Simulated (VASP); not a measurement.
Input of a VASP 6.6.1 run:

Contents of POSCAR:

```
Re
1.0
    2.6313457519      0.0000000000      0.0000000000
    0.0000000000      2.6313457519      0.0000000000
    0.0000000000      0.0000000000      2.6313457519
Re
1
Direct
    0.0000000000      0.0000000000      0.0000000000
```

Contents of INCAR.step1:

```
SYSTEM = Re
PREC = Accurate
ENCUT = 660
ISMEAR = -1
SIGMA = 0.1
LREAL = .FALSE.
LASPH = .TRUE.
NELM = 120
NBANDS = 10
GGA = PE
ALGO = Normal
EDIFF = 1E-5
LWAVE = .TRUE.
LCHARG = .FALSE.
GGA_COMPAT = .FALSE.
```

Contents of INCAR.step2:

```
SYSTEM = Re
PREC = Accurate
ENCUT = 660
EDIFF = 1E-6
ISMEAR = -1
SIGMA = 0.1
LREAL = .FALSE.
LASPH = .TRUE.
NELM = 120
ALGO = Normal
ISIF = 2
LWAVE = .FALSE.
LCHARG = .FALSE.
METAGGA = R2SCAN
LMIXTAU = .TRUE.
NBANDS = 10
ISTART = 1
GGA_COMPAT = .FALSE.
```

File KPOINTS:

```
Automatic mesh
0
G
  14 14 14
  0 0 0
```

Potentials or basis: VASP PAW PBE potentials, release 64 (Re).

Command:

```bash
$ cat potpaw_PBE.64/Re/POTCAR > POTCAR
$ cp INCAR.step1 INCAR
$ mpirun -np 1 vasp_std > vasp.out
$ cp INCAR.step2 INCAR
$ mpirun -np 1 vasp_std > vasp.out
```

(1) Estimate the pressure.

(2) Estimate the band gap on the k mesh.

## Answers

(1) -19.2 GPa.

(2) zero (an odd number of electrons rules out a gap without spin polarisation).

Caveat: the cell stands under tension; the PAW data sets were made with another functional, which shifts forces and pressure a little; spin-orbit coupling is left out, which moves the levels of the heavy elements.
